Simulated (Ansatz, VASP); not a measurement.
# Si: VASP beside Ansatz

```
Si
1.0
    -2.37137    2.37137    1.32927
     2.37137   -2.37137    1.32927
     2.37137    2.37137   -1.32927
Si
2
Direct
  0.49186 0.51973 0.03414
  0.23602 0.75681 0.48506
```

Change from the starting cell: atoms moved at random, drawn with an rms of 0.15 Å.

Alike in both runs: functional RPBE; k mesh 11 × 11 × 11; occupations gaussian, width 0.05 eV; no spin polarisation.

|  | VASP | Ansatz |
| --- | --- | --- |
| version | VASP 6.6.1 | Ansatz 0.2.0 |
| potentials or method | VASP PAW PBE potentials, release 64 (Si), cutoff 520 eV | all-electron PAW datasets made for the crystal |
| task | single point | electron localisation function |

```tsv
	VASP	Ansatz	Ansatz less VASP
gap on the k mesh at the Fermi level (eV)	none	none	-
pressure (GPa)	6.2	6.6	+0.42
traceless stress, the component that is largest in VASP (GPa)	3.59	3.62	+0.029
rms of the force components (eV/Å)	0.666	0.673	+0.0072
```

VASP's potentials were made for PBE, not for RPBE. Atom by atom the forces differ by 0.007 eV/Å (rms over components). A gap of «none» marks a metal or a gap that the smearing closes. Ansatz ran all-electron here, and VASP with PAW potentials.
